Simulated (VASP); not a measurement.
# AlN (Fm-3m) in VASP: a series of runs

AlN is run at these levels: LDA, PBEsol, PBE+D3(BJ), PBE+D4; tasks: single point.

All numbers are computed with VASP 6.6.1; they aren't measurements. Logs are shortened: lines on timing, memory, paths and dates and some standing lists are left out, and cuts for length are marked.

## Step 1: The cell of the first run

It takes space group Fm-3m (No. 225, cubic). The conventional cell has a = 4.123 Å, b = 4.123 Å, c = 4.123 Å, α = 90.00°, β = 90.00°, γ = 90.00°. Al (site symmetry m-3m) has 6 N at 2.06 Å within 2.7 Å. Within 2.7 Å of N (site symmetry m-3m) lie 6 Al at 2.06 Å.

## Step 2: Single point, LDA (volume scaled by 1.04)

Input file INCAR:

```
SYSTEM = AlN
ALGO = Normal ; EDIFF = 1E-6
ENCUT = 520 ; GGA = CA
ISIF = 2 ; ISMEAR = -1
LASPH = .TRUE. ; LCHARG = .TRUE.
LELF = .TRUE. ; LREAL = .FALSE.
LVHAR = .TRUE. ; LWAVE = .FALSE.
NBANDS = 11 ; NELM = 80
PREC = Accurate ; SIGMA = 0.05
```

Input file KPOINTS:

```
k-points
0
G
  11 11 11
  0 0 0
```

Input file POSCAR:

```
AlN
1.0
    0.0000000000      2.0612910439      2.0612910439
    2.0612910439      0.0000000000      2.0612910439
    2.0612910439      2.0612910439      0.0000000000
Al N
1 1
Direct
    0.5000000000      0.5000000000      0.5000000000
    0.0000000000      0.0000000000      0.0000000000
```

Potentials or basis: VASP PAW LDA potentials, release 64 (Al, N).

The run is started by

```sh
cat potpaw_LDA.64/Al/POTCAR potpaw_LDA.64/N/POTCAR > POTCAR
mpirun -np 1 vasp_std > vasp.out
```

OUTCAR:

```text
SYSTEM = AlN
   EDIFF = 1E-6
   ENCUT = 520
   GGA = CA
   ISIF = 2
   ISMEAR = -1
   LASPH = .TRUE.
   LREAL = .FALSE.
   NELM = 80
   PREC = Accurate

 ion  position               nearest neighbor table
   1  0.500  0.500  0.500-   2 2.06   2 2.06   2 2.06   2 2.06   2 2.06   2 2.06
   2  0.000  0.000  0.000-   1 2.06   1 2.06   1 2.06   1 2.06   1 2.06   1 2.06

  LATTYP: Found a face centered cubic cell.
 ALAT       =     4.1225820878

  Lattice vectors:

 A1 = (   0.0000000000,   2.0612910439,   2.0612910439)
 A2 = (   2.0612910439,   0.0000000000,   2.0612910439)
 A3 = (   2.0612910439,   2.0612910439,   0.0000000000)

Analysis of symmetry for initial positions (statically):
=====================================================================
 Subroutine PRICEL returns:
 Original cell was already a primitive cell.

 Routine SETGRP: Setting up the symmetry group for a
 face centered cubic supercell.

 Subroutine GETGRP returns: Found 48 space group operations
 (whereof 48 operations were pure point group operations)
 out of a pool of 48 trial point group operations.

The static configuration has the point symmetry O_h .

Analysis of symmetry for dynamics (positions and initial velocities):
=====================================================================
 Subroutine PRICEL returns:
 Original cell was already a primitive cell.

 Routine SETGRP: Setting up the symmetry group for a
 face centered cubic supercell.

 Subroutine GETGRP returns: Found 48 space group operations
 (whereof 48 operations were pure point group operations)
 out of a pool of 48 trial point group operations.

The dynamic configuration has the point symmetry O_h .

 Subroutine INISYM returns: Found 48 space group operations
 (whereof 48 operations are pure point group operations),
 and found     1 'primitive' translations

----------------------------------------------------------------------------------------

                                     Primitive cell

  volume of cell :      17.5165

  direct lattice vectors                    reciprocal lattice vectors
     0.000000000  2.061291044  2.061291044    -0.242566425  0.242566425  0.242566425
     2.061291044  0.000000000  2.061291044     0.242566425 -0.242566425  0.242566425
     2.061291044  2.061291044  0.000000000     0.242566425  0.242566425 -0.242566425

  length of vectors
     2.915105750  2.915105750  2.915105750     0.420137373  0.420137373  0.420137373

  position of ions in fractional coordinates (direct lattice)
     0.500000000  0.500000000  0.500000000
[... 81 lines left out ...]
   NSW    =      0    number of steps for IOM
   IBRION =     -1    ionic relax: 0-MD 1-quasi-New 2-CG
   NFREE  =      0    steps in history (QN), initial steepest desc. (CG)
   ISIF   =      2    stress and relaxation
   ISYM   =      2    0-nonsym 1-usesym 2-fastsym
   POTIM  = 0.5000    time-step for ionic-motion
   TEBEG  =    0.0;   TEEND  =   0.0 temperature during run
   PSTRESS=    0.0 pullay stress
   NELECT =       8.0000    total number of electrons
   NUPDOWN=      -1.0000    fix difference up-down
   EMIN   =  10.00;   EMAX   =-10.00  energy-range for DOS
   EFERMI =   0.00;   METHOD = LEGACY
   ISMEAR =    -1;   SIGMA  =   0.05  broadening in eV -4-tet -1-fermi 0-gaus
   EFERMI_NEDOS =   21; number of points for ismear=-14 and -15
   IALGO  =     38    algorithm
   IMIX   =      4    mixing-type and parameters
     AMIX     =   0.40;   BMIX     =  1.00
     AMIX_MAG =   1.60;   BMIX_MAG =  1.00
  volume/ion in A,a.u.               =       8.76        59.10
  Fermi-wavevector in a.u.,A,eV,Ry     =   1.260730  2.382435 21.625655  1.589441
  Thomas-Fermi vector in A             =   2.394225
   LORBIT       =      0    0 simple, 1 ext, 2 COOP (PROOUT), +10 PAW based schemes
   GGA     = CA    functional components
   LHFCALC =     F    Hartree Fock is set to
   AEXX    =    0.0000 exact exchange contribution
   IVDW    =     0    specifies the selected vdW correction
   LEPSILON=     F    determine dielectric tensor
   LRPA    =     F    only Hartree local field effects (RPA)
 non-spin polarized calculation
  energy-cutoff  :      520.00
  volume of cell :       17.52
 maximum number of plane-waves:       495
 NGX is ok and might be reduce to    24
   NGX = 11   NGY = 11   NGZ = 11

 number of electron       8.0000001 magnetization

 Free energy of the ion-electron system (eV)
  ---------------------------------------------------
  ext. energy  EPLUGINS =         0.00000000
  ---------------------------------------------------
  free energy    TOTEN  =       -16.14668852 eV

  energy without entropy =      -16.14668852  energy(sigma->0) =      -16.14668852

 E-fermi :   9.9866     XC(G=0): -12.3035

 val. band max:        8.9713556138   @ k =   0.0000   0.0000   0.0000
 cond. band min:      13.0162162452   @ k =   0.4545   0.4545   0.0000
 fundamental gap:      4.0448606314
 Fermi energy:         9.9866354343

 k-point     1 :       0.0000    0.0000    0.0000
  band No.  band energies     occupation
      1      -7.9171      2.00000
      2       8.9714      2.00000
      3       8.9714      2.00000
      4       8.9714      2.00000
      5      13.9249      0.00000
      6      20.8128      0.00000
      7      20.8128      0.00000
      8      20.8128      0.00000
      9      25.8793      0.00000
     10      26.1841      0.00000
     11      26.1841      0.00000
[... 309 lines left out ...]
 k-point    24 :      -0.1818    0.1818    0.0000
  band No.  band energies     occupation
      1      -6.2968      2.00000
      2       4.6175      2.00000
      3       6.6098      2.00000
      4       8.4922      2.00000
      5      16.7842      0.00000
      6      18.5512      0.00000
      7      19.4017      0.00000
      8      20.8596      0.00000
      9      23.0873      0.00000
     10      26.8583      0.00000
     11      27.9450      0.00000

 [... further k-points ...]
[... 5 lines left out ...]
  --------------------------------------------------------------------------------------
  -------------------------------------------------------------------------------------
  Total       -2.0689700     -2.0689700     -2.0689700     -0.0000000     -0.0000000     -0.0000000
  in kB     -189.2416953   -189.2416953   -189.2416953     -0.0000000     -0.0000000     -0.0000000
  external PRESSURE =    -189.2416953 kB  Pullay stress =       0.0000000 kB

 VOLUME and BASIS-vectors are now :
 -----------------------------------------------------------------------------
  energy-cutoff  :      520.00
  volume of cell :       17.52
      direct lattice vectors                 reciprocal lattice vectors
     0.000000000  2.061291044  2.061291044    -0.242566425  0.242566425  0.242566425
     2.061291044  0.000000000  2.061291044     0.242566425 -0.242566425  0.242566425
     2.061291044  2.061291044  0.000000000     0.242566425  0.242566425 -0.242566425

 POSITION                                       TOTAL-FORCE (eV/Angst)
 -----------------------------------------------------------------------------------
      2.06129      2.06129      2.06129         0.000000      0.000000      0.000000
      0.00000      0.00000      0.00000         0.000000      0.000000     -0.000000
 -----------------------------------------------------------------------------------
    total drift:                                0.000000     -0.000000     -0.000000

  FREE ENERGIE OF THE ION-ELECTRON SYSTEM (eV)
  ---------------------------------------------------
  free  energy   TOTEN  =       -16.1466885232 eV

  energy  without entropy=      -16.1466885232  energy(sigma->0) =      -16.14668852
```

Run time: 3.8 s. Hardware: 1 thread of Intel Xeon 6975P-C, shared host; peak memory 0.13 GiB.

Results:

```
Free energy            : -16.1467 eV
Pressure               : -18.9 GPa
Band gap on the k mesh : 4.04 eV, indirect (least direct gap 4.95 eV)
```

 A k mesh can miss the band edges.

## Step 3: Single point, LDA (volume scaled by 1.06)

Input file INCAR:

```
PREC = Accurate
ENCUT = 520
EDIFF = 1E-7
ISMEAR = -1
SIGMA = 0.05
LREAL = F
LASPH = T
NELM = 80
ALGO = Normal
ISIF = 2
LWAVE = F
LCHARG = F
GGA = CA
NBANDS = 11
```

Input file KPOINTS:

```
regular mesh
0
Gamma
  11 11 11
```

Input file POSCAR:

```
AlN
1.0
    0.0000000000      2.0744206402      2.0744206402
    2.0744206402      0.0000000000      2.0744206402
    2.0744206402      2.0744206402      0.0000000000
Al N
1 1
Direct
    0.5000000000      0.5000000000      0.5000000000
    0.0000000000      0.0000000000      0.0000000000
```

Potentials or basis: VASP PAW LDA potentials, release 64 (Al, N).

The run is started by

```sh
cat potpaw_LDA.64/Al/POTCAR potpaw_LDA.64/N/POTCAR > POTCAR
mpirun -np 1 vasp_std > vasp.out
```

It took 4.3 s on 1 thread of Intel Xeon 6975P-C, shared host; peak memory 0.13 GiB.

The run converged. Its results:

```
Free energy            : -16.1033 eV
Pressure               : -22.5 GPa
Band gap on the k mesh : 3.87 eV, indirect (least direct gap 4.70 eV)
```

Levels at points of the mesh, in eV from the valence-band top:
| k point | band 2 | band 3 | band 4 | band 5 | band 6 | band 7 |
| --- | --- | --- | --- | --- | --- | --- |
| (0.00, 0.00, 0.00) | 0.00 | 0.00 | 0.00 | 4.70 | 11.78 | 11.78 |

 A k mesh can miss the band edges.

(Continued in part 2 of 2.)
